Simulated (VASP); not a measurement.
Wanted: the native input for a VASP 6.6.1 run.

```yaml
Task: relaxation of shape and atoms at fixed volume
Functional: PBE
Potentials_or_basis: VASP PAW PBE potentials, release 64 (Cl)
Cutoff: 600 eV
k_mesh: 14 × 14 × 13
Occupations: fermi-dirac, width 0.1 eV
Spin: no spin polarisation
Dipole_correction: no
Further_INCAR_settings: ALGO = Normal; EDIFF = 1e-06; IBRION = 2; EDIFFG = -0.005; NSW = 50; ISIF = 4
```

The structure of Cl lies in POSCAR:

```
Cl
1.0
    2.8883013375      0.0000000000      0.0000000000
   -1.4441506687      2.5013423321      0.0000000000
    0.0000000000      0.0000000000      1.7021152311
Cl
1
Direct
    0.0000000000      0.0000000000      0.0000000000
```

One way to write it, as run:

INCAR

```
SYSTEM = Cl
PREC = Accurate
ENCUT = 600
EDIFF = 1E-6
ISMEAR = -1
SIGMA = 0.1
LREAL = .False.
LASPH = .True.
NELM = 80
ALGO = Normal
ISIF = 4
LWAVE = .False.
LCHARG = .False.
GGA = PE
IBRION = 2
NSW = 50
EDIFFG = -0.005
```

KPOINTS

```
regular mesh
0
Gamma
  14 14 13
  0 0 0
```

Potentials or basis: VASP PAW PBE potentials, release 64 (Cl).

Command:

```console
$ cat potpaw_PBE.64/Cl/POTCAR > POTCAR
$ mpirun -np 1 vasp_std > vasp.out
```

It gave:

| Quantity | Value |
| --- | --- |
| Pressure after relaxing | 89.6 GPa |
| Band gap on the k mesh | zero (an odd number of electrons rules out a gap without spin polarisation) |

Caveat: a cell axis changed by over 15 % at a fixed basis, so the end point is rough; an odd number of electrons without spin polarisation forces a metal; a magnetic or distorted state may lie lower.

It took 71 s on 1 thread of Intel(R) Xeon(R) 6975P-C (Granite Rapids), with other jobs on the host, peak memory 0.12 GiB.
